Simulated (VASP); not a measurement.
A run of VASP 6.6.1 is set up as follows.

INCAR

```
  PREC = Accurate
  ENCUT = 600
  EDIFF = 1E-6
  ISMEAR = -1
  SIGMA = 0.05
  LREAL = False
  LASPH = True
  NELM = 120
  ALGO = Normal
  ISIF = 2
  LWAVE = False
  LCHARG = True
  GGA = CA
  LELF = True
  LVHAR = True
  NBANDS = 11
  GGA_COMPAT = False
```

Contents of KPOINTS:

```
regular mesh
0
Gamma
  10 10 10
```

Contents of POSCAR:

```
SiC
1.0
    0.0000000000      2.1644840969      2.1644840969
    2.1644840969      0.0000000000      2.1644840969
    2.1644840969      2.1644840969      0.0000000000
Si C
1 1
Direct
    0.0000000000      0.0000000000      0.0000000000
    0.7500000000      0.7500000000      0.7500000000
```

Potentials or basis: VASP PAW LDA potentials, release 64 (Si, C).

Command:

```console
$ cat potpaw_LDA.64/Si/POTCAR potpaw_LDA.64/C/POTCAR > POTCAR
$ mpirun -np 1 vasp_std > vasp.out
```

(1) What does it give for the band gap on the k mesh?

(2) Predict the pressure.

Answers

(1) 1.29 eV, indirect (least direct gap 4.52 eV).

(2) 0.3 GPa.

**Experimental background.**

From “Insight into the structural, elastic and electronic properties of a new orthorhombic 6O-SiC polytype”, 2020, pmc:7200658, for a bulk crystal of SiC: band gap 2.4 eV (indirect).

A measured gap of SiC is 2.4 eV (indirect; quoted in “Insight into the structural, elastic and electronic properties of a new orthorhombic 6O-SiC polytype”, 2020, pmc:7200658); the calculated 1.29 eV misses it by -1.11 eV. The value is that of LDA on a finite k mesh, which can miss the band edges, without temperature or zero-point motion. Semilocal functionals fall short of measured gaps as a rule.
